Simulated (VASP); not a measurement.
**AlN: single point with PBE**

The system is AlN.

```
Al N
1.0
    -1.65675    2.86957    0.00000
     0.00000    0.00000    4.18746
     4.97025    2.86957    0.00000
Al N
4 4
Direct
  0.72170 0.75000 0.16451
  0.00000 0.75000 0.66667
  0.00000 0.25000 0.33333
  0.50000 0.25000 0.83333
  0.50000 0.25000 0.16667
  0.00000 0.25000 0.66667
  0.00000 0.75000 0.33333
  0.50000 0.75000 0.83333
```

This cell differs from its parent crystal: atom 1 (Al) moved by -0.378 Å along [1 0 0] and +0.630 Å along [1 2 0].

- Program: VASP 6.6.1
- Task: single point
- Functional: PBE
- Potentials or basis: VASP PAW PBE potentials, release 64 (Al, N)
- Cutoff: 520 eV
- k mesh: 8 × 6 × 4
- Occupations: gaussian, width 0.05 eV
- Spin: no spin polarisation
- Dipole correction: no
- Further INCAR settings: ALGO = Normal; EDIFF = 1e-06; NBANDS = 26

| Item | Value |
| --- | --- |
| Pressure | 26.4 GPa |
| Largest force | 34.157 eV/Å |
| Band gap on the k mesh | 2.60 eV, direct |

Forces in eV/Å, atoms in the order of the input:
```
Al   -7.560 -33.310   0.000
Al   -0.673  -0.004   0.000
Al    0.072   1.495   0.000
Al    0.328  -0.157   0.000
N    -0.854   1.330   0.000
N    -0.128  -0.053   0.000
N     8.791  29.531   0.000
N     0.024   1.167   0.000
```

Stress tensor (GPa, compression positive):
```
 4.65 24.02  0.00
24.02 72.25  0.00
 0.00  0.00  2.43
```

Levels at points of the mesh, in eV from the valence-band top:
| k point | band 12 | band 13 | band 14 | band 15 | band 16 | band 17 | band 18 | band 19 | band 20 | band 21 |
| --- | --- | --- | --- | --- | --- | --- | --- | --- | --- | --- |
| (0.00, 0.00, 0.00) | -2.70 | -1.71 | -1.38 | -1.24 | 0.00 | 2.60 | 3.82 | 4.26 | 6.35 | 6.64 |
| (0.50, 0.00, 0.00) | -3.33 | -3.10 | -2.36 | -2.05 | -1.75 | 4.79 | 5.13 | 6.27 | 6.54 | 7.10 |
| (0.00, 0.50, 0.00) | -2.42 | -2.31 | -1.92 | -1.81 | -1.49 | 4.41 | 4.61 | 5.68 | 5.69 | 8.16 |
| (0.50, 0.50, 0.00) | -3.82 | -1.50 | -1.18 | -0.89 | -0.47 | 4.62 | 5.67 | 6.46 | 6.68 | 8.30 |
| (0.00, 0.00, 0.50) | -2.92 | -1.41 | -1.28 | -1.11 | -0.84 | 3.70 | 4.96 | 5.46 | 5.73 | 7.38 |
| (0.50, 0.00, 0.50) | -3.73 | -3.30 | -2.25 | -1.71 | -1.03 | 3.44 | 4.22 | 6.33 | 6.57 | 7.17 |
| (0.00, 0.50, 0.50) | -2.24 | -2.15 | -2.01 | -1.74 | -1.45 | 4.35 | 4.66 | 5.50 | 6.15 | 7.78 |
| (0.50, 0.50, 0.50) | -2.67 | -2.22 | -1.68 | -1.57 | -1.15 | 4.08 | 4.56 | 5.35 | 5.62 | 8.41 |

Run time: 89 s on 1 thread of Intel(R) Xeon(R) 6975P-C (Granite Rapids) (shared host), peak memory 0.25 GiB.

Caveat: the cell differs from its parent crystal (atom 1 (Al) moved by -0.378 Å along [1 0 0] and +0.630 Å along [1 2 0]); forces of over 1 eV/Å act on the atoms, so gaps and moduli don't describe the material at rest.
